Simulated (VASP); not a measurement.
# HfGe (I4mm) in VASP: single point with r2SCAN

Aim: the single point of HfGe with r2SCAN.

All numbers are computed with VASP 6.6.1; they aren't measurements. Logs are shortened: lines on timing, memory, paths and dates and some standing lists are left out, and cuts for length are marked.

## 1. The cell of the first run

It takes space group I4mm (No. 107, tetragonal). Conventional cell: a = 3.722 Å, b = 3.722 Å, c = 5.842 Å, α = 90.00°, β = 90.00°, γ = 90.00°. Hf (site symmetry 4mm) has 5 Ge at 2.42 to 2.68 Å within 3.2 Å. Ge (site symmetry 4mm) has 5 Hf at 2.42 to 2.68 Å within 3.2 Å.

## 2. Single point, r2SCAN

POSCAR reads:

```
HfGe
1.0
    0.0000000000      3.7216810000      0.0000000000
    3.7216810000      0.0000000000      0.0000000000
    1.8608400000      1.8608400000     -2.9212440000
Hf Ge
1 1
Direct
    0.4140000000      0.4140000000      0.1720000000
    0.0000000000      0.0000000000      0.0000000000
```

INCAR.step1 reads:

```
SYSTEM = HfGe
PREC = Accurate
ENCUT = 520
ISMEAR = -1
SIGMA = 0.1
LREAL = .FALSE.
LASPH = .TRUE.
NELM = 100
NBANDS = 19
GGA = PE
ALGO = Normal
EDIFF = 1E-4
LWAVE = .TRUE.
LCHARG = .FALSE.
```

INCAR.step2 reads:

```
SYSTEM = HfGe
PREC = Accurate
ENCUT = 520
EDIFF = 1E-7
ISMEAR = -1
SIGMA = 0.1
LREAL = .FALSE.
LASPH = .TRUE.
NELM = 100
ALGO = Normal
ISIF = 2
LWAVE = .FALSE.
LCHARG = .FALSE.
METAGGA = R2SCAN
LMIXTAU = .TRUE.
NBANDS = 19
ISTART = 1
```

KPOINTS reads:

```
Automatic mesh
0
G
  11 11 11
  0 0 0
```

Potentials or basis: VASP PAW PBE potentials, release 64 (Hf_pv, Ge_d).

Run with:

```console
$ cat potpaw_PBE.64/Hf_pv/POTCAR potpaw_PBE.64/Ge_d/POTCAR > POTCAR
$ cp INCAR.step1 INCAR
$ mpirun -np 1 vasp_std > vasp.out
$ cp INCAR.step2 INCAR
$ mpirun -np 1 vasp_std > vasp.out
```

OUTCAR:

```text
SYSTEM = HfGe
   PREC = Accurate
   ENCUT = 520
   EDIFF = 1E-7
   ISMEAR = -1
   LREAL = .FALSE.
   LASPH = .TRUE.
   NELM = 100
   ISIF = 2
   METAGGA = R2SCAN
   ISTART = 1

 ion  position               nearest neighbor table
   1  0.414  0.414  0.172-   2 2.42   2 2.68   2 2.68   2 2.68   2 2.68
   2  0.000  0.000  0.000-   1 2.42   1 2.68   1 2.68   1 2.68   1 2.68

  LATTYP: Found a body centered tetragonal cell.
 ALAT       =     3.7216810000
 C/A-ratio  =     1.5698519029

  Lattice vectors:

 A1 = (  -1.8608400000,   1.8608410000,   2.9212440000)
 A2 = (   1.8608410000,  -1.8608400000,   2.9212440000)
 A3 = (   1.8608400000,   1.8608400000,  -2.9212440000)

Analysis of symmetry for initial positions (statically):
=====================================================================
 Subroutine PRICEL returns:
 Original cell was already a primitive cell.

 Routine SETGRP: Setting up the symmetry group for a
 body centered tetragonal supercell.

 Subroutine GETGRP returns: Found  8 space group operations
 (whereof  8 operations were pure point group operations)
 out of a pool of 16 trial point group operations.

The static configuration has the point symmetry C_4v.

Analysis of symmetry for dynamics (positions and initial velocities):
=====================================================================
 Subroutine PRICEL returns:
 Original cell was already a primitive cell.

 Routine SETGRP: Setting up the symmetry group for a
 body centered tetragonal supercell.

 Subroutine GETGRP returns: Found  8 space group operations
 (whereof  8 operations were pure point group operations)
 out of a pool of 16 trial point group operations.

The dynamic configuration has the point symmetry C_4v.

 Subroutine INISYM returns: Found  8 space group operations
 (whereof  8 operations are pure point group operations),
 and found     1 'primitive' translations

----------------------------------------------------------------------------------------

                                     Primitive cell

  volume of cell :      40.4619

  direct lattice vectors                    reciprocal lattice vectors
     0.000000000  3.721681000  0.000000000     0.000000000  0.268695786  0.171159912
     3.721681000  0.000000000  0.000000000     0.268695786  0.000000000  0.171159912
     1.860840000  1.860840000 -2.921244000     0.000000000  0.000000000 -0.342319916

  length of vectors
[... 72 lines left out ...]
 SYSTEM =  HfGe
   PREC   = accura    normal or accurate (medium, high low for compatibility)
   ISTART =      1    job   : 0-new  1-cont  2-samecut
   ICHARG =      0    charge: 1-file 2-atom 10-const
   ISPIN  =      1    spin polarized calculation?
   LNONCOLLINEAR =      F non collinear calculations
   LSORBIT =      F    spin-orbit coupling
   LASPH  =      T    aspherical Exc in radial PAW
   ENCUT  =  520.0 eV  38.22 Ry    6.18 a.u.   6.92  6.92  7.31*2*pi/ulx,y,z
   NELM   =    100;   NELMIN=  2; NELMDL=  0     # of ELM steps
   EDIFF  = 0.1E-06   stopping-criterion for ELM
   LREAL  =      F    real-space projection
   EDIFFG = 0.1E-05   stopping-criterion for IOM
   NSW    =      0    number of steps for IOM
   IBRION =     -1    ionic relax: 0-MD 1-quasi-New 2-CG
   NFREE  =      0    steps in history (QN), initial steepest desc. (CG)
   ISIF   =      2    stress and relaxation
   ISYM   =      2    0-nonsym 1-usesym 2-fastsym
   POTIM  = 0.5000    time-step for ionic-motion
   TEBEG  =    0.0;   TEEND  =   0.0 temperature during run
   PSTRESS=    0.0 pullay stress
   NELECT =      24.0000    total number of electrons
   NUPDOWN=      -1.0000    fix difference up-down
   EMIN   =  10.00;   EMAX   =-10.00  energy-range for DOS
   EFERMI =   0.00;   METHOD = LEGACY
   ISMEAR =    -1;   SIGMA  =   0.10  broadening in eV -4-tet -1-fermi 0-gaus
   EFERMI_NEDOS =   21; number of points for ismear=-14 and -15
   IALGO  =     38    algorithm
   IMIX   =      4    mixing-type and parameters
     AMIX     =   0.40;   BMIX     =  1.00
     AMIX_MAG =   1.60;   BMIX_MAG =  1.00
  volume/ion in A,a.u.               =      20.23       136.53
  Fermi-wavevector in a.u.,A,eV,Ry     =   1.375508  2.599334 25.742535  1.892023
  Thomas-Fermi vector in A             =   2.500838
   LORBIT       =      0    0 simple, 1 ext, 2 COOP (PROOUT), +10 PAW based schemes
   METAGGA = R2SCAN    functional components
   LHFCALC =     F    Hartree Fock is set to
   AEXX    =    0.0000 exact exchange contribution
   IVDW    =     0    specifies the selected vdW correction
   LEPSILON=     F    determine dielectric tensor
   LRPA    =     F    only Hartree local field effects (RPA)
 non-spin polarized calculation
  energy-cutoff  :      520.00
  volume of cell :       40.46
 maximum number of plane-waves:      1106
   NGX = 13   NGY = 13   NGZ = 15

 number of electron      24.0000000 magnetization

 Free energy of the ion-electron system (eV)
  ---------------------------------------------------
  ext. energy  EPLUGINS =         0.00000000
  ---------------------------------------------------
  free energy    TOTEN  =       -59.64402206 eV

  energy without entropy =      -59.63638683  energy(sigma->0) =      -59.64020445

 E-fermi :   5.5871     XC(G=0): -12.0941

 val. band max:        5.5487949188   @ k =  -0.0909   0.0000   0.3636
 cond. band min:       5.6438656646   @ k =   0.0000   0.0000   0.0000
 fundamental gap:      0.0950707458
 Fermi energy:         5.5871497792

 k-point     1 :       0.0000    0.0000    0.0000
  band No.  band energies     occupation
      1     -26.7508      2.00000
      2     -26.5993      2.00000
      3     -26.5992      2.00000
      4     -18.8192      2.00000
      5     -18.8170      2.00000
      6     -18.7907      2.00000
[... 505 lines left out ...]
      6     -18.7925      2.00000
[... 11 lines left out ...]
     18      15.4904      0.00000
     19      15.7296      0.00000

 [... further k-points ...]
[... 5 lines left out ...]
  --------------------------------------------------------------------------------------
  -------------------------------------------------------------------------------------
  Total        0.9888094      0.9888094      3.2996927      0.0000000      0.0000006      0.0000006
  in kB       39.1540803     39.1540803    130.6585849      0.0000000      0.0000224      0.0000224
  external PRESSURE =      69.6555818 kB  Pullay stress =       0.0000000 kB

 VOLUME and BASIS-vectors are now :
 -----------------------------------------------------------------------------
  energy-cutoff  :      520.00
  volume of cell :       40.46
      direct lattice vectors                 reciprocal lattice vectors
     0.000000000  3.721681000  0.000000000     0.000000000  0.268695786  0.171159912
     3.721681000  0.000000000  0.000000000     0.268695786  0.000000000  0.171159912
     1.860840000  1.860840000 -2.921244000     0.000000000  0.000000000 -0.342319916

 POSITION                                       TOTAL-FORCE (eV/Angst)
 -----------------------------------------------------------------------------------
      1.86084      1.86084     -0.50245         0.000001      0.000001      3.075173
      0.00000      0.00000      0.00000        -0.000001     -0.000001     -3.075173
 -----------------------------------------------------------------------------------
    total drift:                               -0.000025     -0.000025      0.002476

  FREE ENERGIE OF THE ION-ELECTRON SYSTEM (eV)
  ---------------------------------------------------
  free  energy   TOTEN  =       -59.6440220640 eV

  energy  without entropy=      -59.6363868345  energy(sigma->0) =      -59.64020445
```

OUTCAR.step1:

```text
SYSTEM = HfGe
   PREC = Accurate
   ENCUT = 520
   ISMEAR = -1
   LREAL = .FALSE.
   LASPH = .TRUE.
[... 749 lines left out ...]
      1.86084      1.86084     -0.50245         0.000001      0.000001      3.090195
      0.00000      0.00000      0.00000        -0.000001     -0.000001     -3.090195
 -----------------------------------------------------------------------------------
    total drift:                               -0.000009     -0.000009      0.006819

  FREE ENERGIE OF THE ION-ELECTRON SYSTEM (eV)
  ---------------------------------------------------
  free  energy   TOTEN  =       -14.8574452929 eV

  energy  without entropy=      -14.8467420044  energy(sigma->0) =      -14.85209365
```

OSZICAR.step1:

```text
N       E                     dE             d eps       ncg     rms          rms(c)
DAV:   1     0.152063512514E+03    0.15206E+03   -0.12865E+04  5466   0.273E+03
DAV:   2     0.165418392318E+01   -0.15041E+03   -0.14583E+03  5011   0.567E+02
DAV:   3    -0.153814515293E+02   -0.17036E+02   -0.16863E+02  5524   0.109E+02
DAV:   4    -0.158587060782E+02   -0.47725E+00   -0.47671E+00  5657   0.183E+01
DAV:   5    -0.158657704541E+02   -0.70644E-02   -0.70638E-02  5808   0.269E+00    0.444E+01
DAV:   6    -0.149452115507E+02    0.92056E+00   -0.19007E+00  7319   0.111E+01    0.275E+01
DAV:   7    -0.148826840486E+02    0.62528E-01   -0.79285E-01  5340   0.636E+00    0.398E+00
DAV:   8    -0.148577212660E+02    0.24963E-01   -0.14607E-01  5746   0.249E+00    0.801E-01
DAV:   9    -0.148574847429E+02    0.23652E-03   -0.70744E-03  5992   0.963E-01    0.477E-01
DAV:  10    -0.148574452929E+02    0.39450E-04   -0.28942E-04  5577   0.222E-01
   1 F= -.14857445E+02 E0= -.14852094E+02  d E =-.107033E-01
```

Wall time 4.1 min (1 thread of Intel Xeon Platinum 8375C at 2.90GHz (Ice Lake), shared host); peak memory 0.24 GiB.

Results:

```yaml
Free_energy: -59.6440 eV
Pressure: 7.0 GPa
Largest_force: 3.075 eV/Å
Band_gap_on_the_k_mesh: zero (band 12 reaches 6.04 eV, above the bottom of band 13 at 5.32 eV)
```

Forces on the atoms (eV/Å):
```
Hf   0.000  0.000  3.075
Ge   0.000  0.000 -3.075
```

Caveat: the PAW data sets were made with another functional, which shifts forces and pressure a little; spin-orbit coupling is left out, which moves the levels of the heavy elements.
